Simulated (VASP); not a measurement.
Set up this calculation in VASP 6.6.1, as the native input.

```yaml
Task: single point
Functional: PBEsol
Potentials_or_basis: VASP PAW PBE potentials, release 64 (Os)
Cutoff: 520 eV
k_mesh: 18 × 18 × 10
Occupations: fermi-dirac, width 0.15 eV
Spin: no spin polarisation
Dipole_correction: no
Further_INCAR_settings: ALGO = Normal; EDIFF = 1e-06; NBANDS = 15
```

The structure of Os lies in POSCAR:

```
Os
1.0
    2.7289174781      0.0000000000      0.0000000000
   -1.3644587391      2.3633118608      0.0000000000
    0.0000000000      0.0000000000      4.3114564536
Os
2
Direct
    0.3333333333      0.6666666667      0.2500000000
    0.6666666667      0.3333333333      0.7500000000
```

These files were run (other wordings do the same):

INCAR

```
SYSTEM = Os
PREC = Accurate ; ENCUT = 520
EDIFF = 1E-6 ; ISMEAR = -1
SIGMA = 0.15 ; LREAL = .False.
LASPH = .True. ; NELM = 60
ALGO = Normal ; ISIF = 2
LWAVE = .False. ; LCHARG = .False.
GGA = PS ; NBANDS = 15
```

KPOINTS

```
Automatic mesh
0
Gamma
  18 18 10
  0 0 0
```

Potentials or basis: VASP PAW PBE potentials, release 64 (Os).

The run is started by

```sh
$ cat potpaw_PBE.64/Os/POTCAR > POTCAR
$ mpirun -np 1 vasp_std > vasp.out
```

Results of the run:

```json
{
 "Pressure": "0.5 GPa",
 "Band gap on the k mesh": "zero (bands 8 and 9 overlap by 3.98 eV)"
}
```

Caveat: the PAW data sets were made with another functional, which shifts forces and pressure a little; spin-orbit coupling is left out, which moves the levels of the heavy elements.

It took 67 s on 1 thread of Oxide Virtual Turin-like Processor, with other jobs on the host, peak memory 0.16 GiB.
